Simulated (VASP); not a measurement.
Write the native input for VASP 6.6.1 that does the following.

```
Task                   : single point
Functional             : PBE
Potentials or basis    : VASP PAW PBE potentials, release 64 (Lu, Ca_sv)
Cutoff                 : 520 eV
k mesh                 : 5 × 5 × 5
Occupations            : fermi-dirac, width 0.05 eV
Spin                   : no spin polarisation
Dipole correction      : no
Further INCAR settings : ALGO = Normal; EDIFF = 1e-06; NBANDS = 36
```

The structure of Ca3Lu lies in POSCAR:

```
Ca3Lu
1.0
    5.2184379345      0.0000000000      0.0000000000
    0.0000000000      5.2184379345      0.0000000000
    0.0000000000      0.0000000000      5.2184379345
Lu Ca
1 3
Direct
    0.5000000000      0.5000000000      0.5000000000
    0.0000000000      0.0000000000      0.5000000000
    0.0000000000      0.5000000000      0.0000000000
    0.5000000000      0.0000000000      0.0000000000
```

These files were run (other wordings do the same):

INCAR

```
SYSTEM = Ca3Lu
  PREC = Accurate
  ENCUT = 520
  EDIFF = 1E-6
  ISMEAR = -1
  SIGMA = 0.05
  LREAL = .FALSE.
  LASPH = .TRUE.
  NELM = 60
  ALGO = Normal
  ISIF = 2
  LWAVE = .FALSE.
  LCHARG = .FALSE.
  GGA = PE
  NBANDS = 36
```

KPOINTS

```
regular mesh
0
G
  5 5 5
  0 0 0
```

Potentials or basis: VASP PAW PBE potentials, release 64 (Lu, Ca_sv).

Command:

```sh
$ cat potpaw_PBE.64/Lu/POTCAR potpaw_PBE.64/Ca_sv/POTCAR > POTCAR
$ mpirun -np 1 vasp_std > vasp.out
```

It gave:

- Pressure: 2.1 GPa
- Band gap on the k mesh: zero (an odd number of electrons rules out a gap without spin polarisation)

Caveat: spin-orbit coupling is left out, which moves the levels of the heavy elements.

Wall time 26 s on 1 thread of Intel(R) Xeon(R) 6975P-C (Granite Rapids), with other jobs on the host, peak memory 0.26 GiB.
